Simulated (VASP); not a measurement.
# CuI (Cmcm) in VASP: notebook, part 3 of 3

VASP 6.6.1. The steps go on from the part before.

## 5. Electric field gradients, PBE (equal xx and yy strain of +3 %)

File INCAR:

```
SYSTEM = CuI
  PREC = Accurate
  ENCUT = 520
  EDIFF = 1E-8
  ISMEAR = -1
  SIGMA = 0.02
  LREAL = .False.
  LASPH = .True.
  NELM = 60
  ALGO = Normal
  ISIF = 2
  LWAVE = .False.
  LCHARG = .False.
  GGA = PE
  LEFG = .True.
  NBANDS = 26
```

File KPOINTS:

```
regular mesh
0
Gamma
  5 5 6
  0 0 0
```

File POSCAR:

```
CuI
1.0
    3.8451626177     -3.8224189611      0.0000000000
    3.8451626177      3.8224189611      0.0000000000
    0.0000000000      0.0000000000      4.3069976700
Cu I
2 2
Direct
    0.4204388300      0.5795611700      0.7500000000
    0.5795611700      0.4204388300      0.2500000000
    0.7700426800      0.2299573200      0.7500000000
    0.2299573200      0.7700426800      0.2500000000
```

Potentials or basis: VASP PAW PBE potentials, release 64 (Cu, I).

Command:

```
> cat potpaw_PBE.64/Cu/POTCAR potpaw_PBE.64/I/POTCAR > POTCAR
> mpirun -np 1 vasp_std > vasp.out
```

OUTCAR:

```text
SYSTEM = CuI
   PREC = Accurate
   ENCUT = 520
   EDIFF = 1E-8
   ISMEAR = -1
   LREAL = .False.
   LASPH = .True.
   NELM = 60
   ISIF = 2
   GGA = PE

 ion  position               nearest neighbor table
   1  0.420  0.580  0.750-   2 2.47   2 2.47   4 2.60   4 2.60   3 2.67
   2  0.580  0.420  0.250-   1 2.47   1 2.47   3 2.60   3 2.60   4 2.67
   3  0.770  0.230  0.750-   2 2.60   2 2.60   1 2.67
   4  0.230  0.770  0.250-   1 2.60   1 2.60   2 2.67

  LATTYP: Found a base centered orthorhombic cell.
 ALAT       =     7.6448379222
 B/A-ratio  =     1.0059500690
 C/A-ratio  =     0.5633863940

[... 926 lines left out ...]
 ion       V_xx      V_yy      V_zz      V_xy      V_xz      V_yz
---------------------------------------------------------------------
   1      47.295    -9.423   -37.872     0.000    -0.000     0.000
   2      47.295    -9.423   -37.872    -0.000    -0.000     0.000
   3    -423.526   331.333    92.194    -0.000     0.000    -0.000
   4    -423.526   331.333    92.194    -0.000    -0.000     0.000
---------------------------------------------------------------------

 Electric field gradients after diagonalization (V/A^2)
 (convention: |V_zz| > |V_xx| > |V_yy|)
----------------------------------------------------------------------
 ion       V_xx      V_yy      V_zz     asymmetry (V_yy - V_xx)/ V_zz
----------------------------------------------------------------------
   1     -37.872    -9.423    47.295       0.602
   2     -37.872    -9.423    47.295       0.602
   3     331.333    92.194  -423.526       0.565
   4     331.333    92.194  -423.526       0.565
----------------------------------------------------------------------

           NMR quadrupolar parameters

 Cq : quadrupolar parameter    Cq=e*Q*V_zz/h
 eta: asymmetry parameters     (V_yy - V_xx)/ V_zz
 Q  : nuclear electric quadrupole moment in mb (millibarn)
----------------------------------------------------------------------
 ion       Cq(MHz)       eta       Q (mb)
----------------------------------------------------------------------
   1       0.114       0.602       1.000
   2       0.114       0.602       1.000
   3      -1.024       0.565       1.000
   4      -1.024       0.565       1.000
----------------------------------------------------------------------
```

OSZICAR:

```text
N       E                     dE             d eps       ncg     rms          rms(c)
DAV:   1     0.269028911872E+03    0.26903E+03   -0.14736E+04  1872   0.143E+03
DAV:   2     0.152025881958E+02   -0.25383E+03   -0.24047E+03  1886   0.299E+02
DAV:   3    -0.102363416858E+02   -0.25439E+02   -0.24853E+02  2550   0.116E+02
DAV:   4    -0.115467354303E+02   -0.13104E+01   -0.13059E+01  2512   0.242E+01
[... 11 lines left out ...]
DAV:  16    -0.109442540682E+02    0.27515E-07   -0.60644E-07  2746   0.130E-02    0.219E-03
DAV:  17    -0.109442540217E+02    0.46528E-07   -0.15723E-07  3066   0.679E-03    0.158E-03
DAV:  18    -0.109442540048E+02    0.16879E-07   -0.51571E-08  2266   0.650E-03    0.660E-04
DAV:  19    -0.109442540213E+02   -0.16475E-07   -0.28055E-08  1358   0.128E-03    0.544E-04
DAV:  20    -0.109442540250E+02   -0.37235E-08   -0.26206E-09  1062   0.550E-04
   1 F= -.10944254E+02 E0= -.10944254E+02  d E =-.271015E-11
```

stdout:

```text
POSCAR found type information on POSCAR CuI
 POSCAR found :  2 types and       4 ions
 scaLAPACK will be used
 LDA part: xc-table for (Slater+PW92), standard interpolation
 POSCAR, INCAR and KPOINTS ok, starting setup
 FFT: planning ... GRIDC
 FFT: planning ... GRID_SOFT
 FFT: planning ... GRID
 WAVECAR not read
 entering main loop
ion   1

ion   2

ion   3

ion   4
```

It took 63 s on 1 thread of AMD EPYC 9R45 (Zen 5), shared host; peak memory 0.25 GiB.

Results:

* Free energy: -10.9443 eV
* Pressure: -0.2 GPa
* Largest force: 0.302 eV/Å
* Band gap on the k mesh: 0.92 eV
* Largest electric field gradient by atom: Cu +47.3; I -423.5 V/Å²

Forces in eV/Å, atoms in the order of the input:
```
Cu   0.000  0.016  0.000
Cu   0.000 -0.016  0.000
I    0.000  0.302  0.000
I    0.000 -0.302  0.000
```

Levels at points of the mesh, in eV from the valence-band top:
| k point | band 16 | band 17 | band 18 | band 19 | band 20 | band 21 |
| --- | --- | --- | --- | --- | --- | --- |
| (0.00, 0.00, 0.00) | -1.40 | -0.95 | 0.00 | 0.92 | 1.91 | 2.64 |
| (0.00, 0.00, 0.50) | -1.69 | -1.53 | -1.53 | 3.41 | 3.41 | 3.92 |

Electric field gradients, principal values (V/Å²):
| atom | least | middle | greatest (by size) |
| --- | --- | --- | --- |
| 1 Cu | -9.423 | -37.872 | 47.295 |
| 2 Cu | -9.423 | -37.872 | 47.295 |
| 3 I | 92.194 | 331.333 | -423.526 |
| 4 I | 92.194 | 331.333 | -423.526 |

Caveat: the cell differs from its parent crystal (equal xx and yy strain of +3 %); without QUAD_EFG the Cq values of the log hold for a quadrupole moment of 1 mb, not for the nuclei; spin-orbit coupling is left out, which moves the levels of the heavy elements. A k mesh can miss the band edges.

## 6. Summary

```csv
cell,gap on the mesh (eV),pressure (GPa),largest force (eV/Å)
"a = 5.159, b = 5.159, c = 4.307 Å, angles 90.0, 90.0, 89.7°, 4 atoms",1.12,2.8,0.51
"a = 5.317, b = 5.317, c = 4.307 Å, angles 90.0, 90.0, 89.7°, 4 atoms",1.00,0.8,0.08
"a = 5.422, b = 5.422, c = 4.307 Å, angles 90.0, 90.0, 89.7°, 4 atoms",0.92,-0.2,0.30
```

Alike in all rows: task electric field gradients; level PBE; potentials or basis VASP PAW PBE potentials, release 64 (Cu, I); no spin polarisation; k mesh 5 × 5 × 6; cutoff (eV) 520; smearing fermi-dirac 0.02 eV.

Caveats: spin-orbit coupling is left out, which moves the levels of the heavy elements.

Total energies depend on the potentials used, so only differences within one code and one set of settings carry meaning.
